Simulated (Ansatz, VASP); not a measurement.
**One calculation of SiC, two programs**

```xyz
16
Lattice="3.0789 0.0000 0.0000 -1.5394 2.6664 0.0000 0.0000 0.0000 20.1377" Properties=species:S:1:pos:R:3 pbc="T T T"
Si    0.0000    1.7776    5.0366
Si    1.5394    0.8888   15.1054
Si    0.0000    1.7776   12.5860
Si    1.5394    0.8888    2.5171
Si    0.0000    0.0000    0.0019
Si    0.0000    0.0000   10.0708
Si    0.0000    1.7776   17.6243
Si    1.5394    0.8888    7.5554
C     0.0000    1.7776   19.5118
C     1.5394    0.8888    9.4430
C     0.0000    0.0000    1.8901
C     0.0000    0.0000   11.9589
C     0.0000    1.7776    6.9299
C     1.5394    0.8888   16.9988
C     0.0000    1.7776   14.4733
C     1.5394    0.8888    4.4044
```

Alike in both runs: functional r2SCAN; k mesh 12 × 12 × 2; occupations gaussian, width 0.02 eV; no spin polarisation.

Ansatz relaxed the structure, and its values are those at the end. VASP's run is a single point on that final structure, the one shown.

|  | VASP | Ansatz |
| --- | --- | --- |
| version | VASP 6.6.1 | Ansatz 0.2.0 |
| potentials or method | VASP PAW PBE potentials, release 64 (Si, C), cutoff 520 eV | scalar-relativistic, plane waves, PAW |
| valence electrons in the cell | 64 | 64 |

Ansatz gave:

| Quantity | Value |
| --- | --- |
| gap on the k mesh at the Fermi level (eV) | 2.13 |
| least direct gap on the mesh (eV) | 3.27 |
| pressure (GPa) | 0.0 |
| rms of the force components (eV/Å) | 0.001 |

Q: What did VASP give for the same quantities?

A: gap on the k mesh at the Fermi level (eV): 2.14; least direct gap on the mesh (eV): 3.29; pressure (GPa): -0.2; rms of the force components (eV/Å): 0.004.

VASP's potentials were made for PBE, not for r2SCAN. With one functional, cell and mesh, what is left measures potentials, basis and numerics.
